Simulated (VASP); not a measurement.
# BeTe (F-43m) in VASP: notebook

BeTe is run at these levels: HSE06; tasks: single point.

All numbers are computed with VASP 6.6.1; they aren't measurements. Logs are shortened: lines on timing, memory, paths and dates and some standing lists are left out, and cuts for length are marked.

## (1) The cell of the first run

The structure is cubic, space group F-43m (No. 216). Conventional cell: a = 5.544 Å, b = 5.544 Å, c = 5.544 Å, α = 90.00°, β = 90.00°, γ = 90.00°. Within 3.2 Å of Be (site symmetry -43m) lie 4 Te at 2.40 Å. Te (site symmetry -43m) has 4 Be at 2.40 Å within 3.2 Å.

## (2) Single point, HSE06 (strain -2.0%)

File POSCAR:

```
BeTe
1.0
    0.0000000000      2.7720511529      2.7720511529
    2.7720511529      0.0000000000      2.7720511529
    2.7720511529      2.7720511529      0.0000000000
Be Te
1 1
Direct
    0.0000000000      0.0000000000      0.0000000000
    0.2500000000      0.2500000000      0.2500000000
```

File INCAR.step1:

```
  ALGO = Normal
  EDIFF = 1E-5
  ENCUT = 520
  GGA = PE
  ISIF = 2
  ISMEAR = 0
  LASPH = True
  LCHARG = False
  LREAL = False
  LWAVE = True
  NBANDS = 11
  NELM = 100
  PREC = Accurate
  SIGMA = 0.01
```

File INCAR.step2:

```
  ALGO = Normal
  EDIFF = 1E-7
  ENCUT = 520
  GGA = PE
  HFSCREEN = 0.2079
  ISIF = 2
  ISMEAR = 0
  ISTART = 1
  LASPH = True
  LCHARG = False
  LHFCALC = True
  LREAL = False
  LWAVE = False
  NBANDS = 11
  NELM = 100
  PREC = Accurate
  PRECFOCK = Normal
  SIGMA = 0.01
```

File KPOINTS:

```
k-points
0
Gamma
  6 6 6
```

Potentials or basis: VASP PAW PBE potentials, release 64 (Be, Te).

Started as:

```bash
$ cat potpaw_PBE.64/Be/POTCAR potpaw_PBE.64/Te/POTCAR > POTCAR
$ cp INCAR.step1 INCAR
$ mpirun -np 1 vasp_std > vasp.out
$ cp INCAR.step2 INCAR
$ mpirun -np 1 vasp_std > vasp.out
```

OUTCAR:

```text
EDIFF = 1E-7
   ENCUT = 520
   GGA = PE
   HFSCREEN = 0.2079
   ISIF = 2
   ISMEAR = 0
   ISTART = 1
   LASPH = True
   LHFCALC = True
   LREAL = False
   NELM = 100
   PREC = Accurate
   PRECFOCK = Normal

 ion  position               nearest neighbor table
   1  0.000  0.000  0.000-   2 2.40   2 2.40   2 2.40   2 2.40
   2  0.250  0.250  0.250-   1 2.40   1 2.40   1 2.40   1 2.40

  LATTYP: Found a face centered cubic cell.
 ALAT       =     5.5441023058

  Lattice vectors:

 A1 = (   0.0000000000,   2.7720511529,   2.7720511529)
 A2 = (   2.7720511529,   0.0000000000,   2.7720511529)
 A3 = (   2.7720511529,   2.7720511529,   0.0000000000)

Analysis of symmetry for initial positions (statically):
=====================================================================
 Subroutine PRICEL returns:
 Original cell was already a primitive cell.

 Routine SETGRP: Setting up the symmetry group for a
 face centered cubic supercell.

 Subroutine GETGRP returns: Found 24 space group operations
 (whereof 24 operations were pure point group operations)
 out of a pool of 48 trial point group operations.

The static configuration has the point symmetry T_d .

Analysis of symmetry for dynamics (positions and initial velocities):
=====================================================================
 Subroutine PRICEL returns:
 Original cell was already a primitive cell.

 Routine SETGRP: Setting up the symmetry group for a
 face centered cubic supercell.

 Subroutine GETGRP returns: Found 24 space group operations
 (whereof 24 operations were pure point group operations)
 out of a pool of 48 trial point group operations.

The dynamic configuration has the point symmetry T_d .

 Subroutine INISYM returns: Found 24 space group operations
 (whereof 24 operations are pure point group operations),
 and found     1 'primitive' translations

----------------------------------------------------------------------------------------

                                     Primitive cell

  volume of cell :      42.6024

  direct lattice vectors                    reciprocal lattice vectors
     0.000000000  2.772051153  2.772051153    -0.180371852  0.180371852  0.180371852
     2.772051153  0.000000000  2.772051153     0.180371852 -0.180371852  0.180371852
     2.772051153  2.772051153  0.000000000     0.180371852  0.180371852 -0.180371852

  length of vectors
     3.920272336  3.920272336  3.920272336     0.312413212  0.312413212  0.312413212

  position of ions in fractional coordinates (direct lattice)
     0.000000000  0.000000000  0.000000000
     0.250000000  0.250000000  0.250000000

  ion indices of the primitive-cell ions
   primitive index   ion index
                 1           1
                 2           2

----------------------------------------------------------------------------------------

 KPOINTS: k-points

Automatic generation of k-mesh.
 Grid dimensions read from file:
 generate k-points for:    6    6    6

 Generating k-lattice:

  Cartesian coordinates                     Fractional coordinates (reciprocal lattice)
    -0.030061975  0.030061975  0.030061975     0.166666667  0.000000000  0.000000000
     0.030061975 -0.030061975  0.030061975     0.000000000  0.166666667  0.000000000
     0.030061975  0.030061975 -0.030061975     0.000000000  0.000000000  0.166666667

  Length of vectors
     0.052068869  0.052068869  0.052068869

  Shift w.r.t. Gamma in fractional coordinates (k-lattice)
     0.000000000  0.000000000  0.000000000

 Subroutine IBZKPT returns following result:
 ===========================================

 Found     16 irreducible k-points:

 Following reciprocal coordinates:
            Coordinates               Weight
  0.000000  0.000000  0.000000      1.000000
  0.166667  0.000000  0.000000      8.000000
  0.333333  0.000000  0.000000      8.000000
  0.500000  0.000000  0.000000      4.000000
  0.166667  0.166667  0.000000      6.000000
  0.333333  0.166667  0.000000     24.000000
[... 8 lines left out ...]
 -0.333333  0.333333  0.166667     24.000000
 -0.333333  0.500000  0.166667     12.000000
   k-points           NKPTS =     16   k-points in BZ     NKDIM =    216   number of bands    NBANDS=     11
   number of dos      NEDOS =    301   number of ions     NIONS =      2
   total plane-waves  NPLWV =  27000
   dimension x,y,z NGX =    30 NGY =   30 NGZ =   30
   dimension x,y,z NGXF=    60 NGYF=   60 NGZF=   60
   ions per type =               1   1
   NGX,Y,Z   is equivalent  to a cutoff of  12.72, 12.72, 12.72 a.u.
   NGXF,Y,Z  is equivalent  to a cutoff of  25.44, 25.44, 25.44 a.u.
 SYSTEM =  unknown system
   PREC   = accura    normal or accurate (medium, high low for compatibility)
   ISTART =      1    job   : 0-new  1-cont  2-samecut
   ICHARG =      0    charge: 1-file 2-atom 10-const
   ISPIN  =      1    spin polarized calculation?
   LNONCOLLINEAR =      F non collinear calculations
   LSORBIT =      F    spin-orbit coupling
   LASPH  =      T    aspherical Exc in radial PAW
   ENCUT  =  520.0 eV  38.22 Ry    6.18 a.u.   7.29  7.29  7.29*2*pi/ulx,y,z
   NELM   =    100;   NELMIN=  2; NELMDL=  0     # of ELM steps
   EDIFF  = 0.1E-06   stopping-criterion for ELM
   LREAL  =      F    real-space projection
   EDIFFG = 0.1E-05   stopping-criterion for IOM
   NSW    =      0    number of steps for IOM
   IBRION =     -1    ionic relax: 0-MD 1-quasi-New 2-CG
   NFREE  =      0    steps in history (QN), initial steepest desc. (CG)
   ISIF   =      2    stress and relaxation
   ISYM   =      3    0-nonsym 1-usesym 2-fastsym
   POTIM  = 0.5000    time-step for ionic-motion
   TEBEG  =    0.0;   TEEND  =   0.0 temperature during run
   PSTRESS=    0.0 pullay stress
   NELECT =       8.0000    total number of electrons
   NUPDOWN=      -1.0000    fix difference up-down
   EMIN   =  10.00;   EMAX   =-10.00  energy-range for DOS
   EFERMI =   0.00;   METHOD = LEGACY
   ISMEAR =     0;   SIGMA  =   0.01  broadening in eV -4-tet -1-fermi 0-gaus
   EFERMI_NEDOS =   21; number of points for ismear=-14 and -15
   IALGO  =     38    algorithm
   IMIX   =      1    mixing-type and parameters
     AMIX     =   0.40;   BMIX     =  1.00
     AMIX_MAG =   1.60;   BMIX_MAG =  1.00
  volume/ion in A,a.u.               =      21.30       143.75
  Fermi-wavevector in a.u.,A,eV,Ry     =   0.937476  1.771573 11.957639  0.878862
  Thomas-Fermi vector in A             =   2.064591
   LORBIT       =      0    0 simple, 1 ext, 2 COOP (PROOUT), +10 PAW based schemes
   GGA     = PE    functional components
   LHFCALC =     T    Hartree Fock is set to
   PRECFOCK=normal    Normal, Fast or Accurate (Low or Medium for compatibility)
   ENCUT4O =  -1.0   cutoff for four orbital integrals eV
   NKREDX  =     1    reduce k-point grid by
   NKREDY  =     1    reduce k-point grid by
   NKREDZ  =     1    reduce k-point grid by
   AEXX    =    0.2500 exact exchange contribution
   HFSCREEN=    0.2079 screening length (either q_TF or 0.3 A-1)
   HFSCREENC=   0.2079 screening length for correlation (either q_TF or 0.3 A-1)
   ENCUTFOCK=  -1.0 apply spherical cutoff to Coloumb kernel
   IVDW    =     0    specifies the selected vdW correction
   LEPSILON=     F    determine dielectric tensor
   LRPA    =     F    only Hartree local field effects (RPA)
 non-spin polarized calculation
 Gauss-broadening in eV      SIGMA  =   0.01
  energy-cutoff  :      520.00
  volume of cell :       42.60
 maximum number of plane-waves:      1167
 NGX is ok and might be reduce to    30
  NGX = 24; NGY = 24; NGZ = 24

 number of electron       8.0000000 magnetization

 Free energy of the ion-electron system (eV)
  ---------------------------------------------------
  ext. energy  EPLUGINS =         0.00000000
  ---------------------------------------------------
  free energy    TOTEN  =        -8.73531134 eV

  energy without entropy =       -8.73531134  energy(sigma->0) =       -8.73531134

 E-fermi :   5.2141     XC(G=0):  -7.7149

 val. band max:        5.1636099268   @ k =   0.0000   0.0000   0.0000
 cond. band min:       7.6736891423   @ k =   0.5000   0.5000   0.0000
 fundamental gap:      2.5100792156
 Fermi energy:         5.2140673590

 k-point     1 :       0.0000    0.0000    0.0000
  band No.  band energies     occupation
      1      -8.6348      2.00000
      2       5.1636      2.00000
      3       5.1636      2.00000
      4       5.1636      2.00000
      5       9.5877      0.00000
      6       9.5877      0.00000
      7       9.5877      0.00000
      8      10.1101      0.00000
      9      14.6148      0.00000
     10      16.5575      0.00000
     11      16.5575      0.00000

 k-point     2 :       0.1667    0.0000    0.0000
  band No.  band energies     occupation
      1      -8.3260      2.00000
      2       2.9193      2.00000
      3       4.7302      2.00000
      4       4.7302      2.00000
      5       9.5178      0.00000
      6      10.2010      0.00000
      7      10.2010      0.00000
      8      12.1756      0.00000
      9      15.2357      0.00000
     10      15.2738      0.00000
     11      15.2738      0.00000

 k-point     3 :       0.3333    0.0000    0.0000
  band No.  band energies     occupation
      1      -7.5392      2.00000
      2       0.0308      2.00000
      3       4.1009      2.00000
      4       4.1009      2.00000
      5       9.2349      0.00000
      6      10.6736      0.00000
      7      10.6736      0.00000
      8      14.0840      0.00000
      9      15.8100      0.00000
     10      15.9155      0.00000
     11      15.9155      0.00000
[... 155 lines left out ...]
 k-point    15 :      -0.3333    0.3333    0.1667
  band No.  band energies     occupation
      1      -6.5176      2.00000
      2      -0.4568      2.00000
      3       1.1328      2.00000
      4       2.3780      2.00000
      5      10.4353      0.00000
      6      10.8237      0.00000
      7      13.2323      0.00000
      8      13.6426      0.00000
      9      15.0811      0.00000
     10      18.5441      0.00000
     11      19.4174      0.00000

 k-point    16 :      -0.3333    0.5000    0.1667
  band No.  band energies     occupation
      1      -6.3388      2.00000
      2      -0.3839      2.00000
      3       1.2338      2.00000
      4       1.5908      2.00000
      5       9.6170      0.00000
      6      10.2530      0.00000
      7      13.7377      0.00000
      8      14.0821      0.00000
      9      17.6404      0.00000
     10      18.6336      0.00000
     11      19.5181      0.00000

------------------------ aborting loop because EDIFF is reached ----------------------------------------

  FORCE on cell =-STRESS in cart. coord.  units (eV):
  Direction    XX          YY          ZZ          XY          YZ          ZX
  --------------------------------------------------------------------------------------
  -------------------------------------------------------------------------------------
  Total        0.7963856      0.7963856      0.7963856      0.0000000      0.0000000      0.0000000
  in kB       29.9502358     29.9502358     29.9502358      0.0000000      0.0000000      0.0000000
  external PRESSURE =      29.9502358 kB  Pullay stress =       0.0000000 kB

 VOLUME and BASIS-vectors are now :
 -----------------------------------------------------------------------------
  energy-cutoff  :      520.00
  volume of cell :       42.60
      direct lattice vectors                 reciprocal lattice vectors
     0.000000000  2.772051153  2.772051153    -0.180371852  0.180371852  0.180371852
     2.772051153  0.000000000  2.772051153     0.180371852 -0.180371852  0.180371852
     2.772051153  2.772051153  0.000000000     0.180371852  0.180371852 -0.180371852

 POSITION                                       TOTAL-FORCE (eV/Angst)
 -----------------------------------------------------------------------------------
      0.00000      0.00000      0.00000        -0.000000     -0.000000     -0.000000
      1.38603      1.38603      1.38603         0.000000      0.000000      0.000000
 -----------------------------------------------------------------------------------
    total drift:                                0.000001      0.000000      0.000000

  FREE ENERGIE OF THE ION-ELECTRON SYSTEM (eV)
  ---------------------------------------------------
  free  energy   TOTEN  =        -8.7353113435 eV

  energy  without entropy=       -8.7353113435  energy(sigma->0) =       -8.73531134
```

Run time: 43 min. Hardware: 1 thread of AMD EPYC 7R13, shared host; peak memory 0.27 GiB.

What came out:

| Item | Value |
| --- | --- |
| Free energy | -8.7353 eV |
| Pressure | 3.0 GPa |
| Band gap on the k mesh | 2.51 eV (least direct gap 4.42 eV) |

Levels at points of the mesh, in eV from the valence-band top:
```tsv
k point	band 1	band 2	band 3	band 4	band 5	band 6	band 7	band 8	band 9
(0.00, 0.00, 0.00)	-13.80	0.00	0.00	0.00	4.42	4.42	4.42	4.95	9.45
(0.50, 0.00, 0.00)	-12.15	-6.44	-1.31	-1.31	3.96	5.45	5.45	8.82	12.35
(0.50, 0.50, 0.00)	-11.54	-5.94	-3.08	-3.08	2.51	3.30	11.39	11.39	13.17
```

Caveat: the cell differs from its parent crystal (strain -2.0%); the PAW data sets were made with another functional, which shifts forces and pressure a little; spin-orbit coupling is left out, which moves the levels of the heavy elements. A k mesh can miss the band edges.

[end of part 1 of 2]
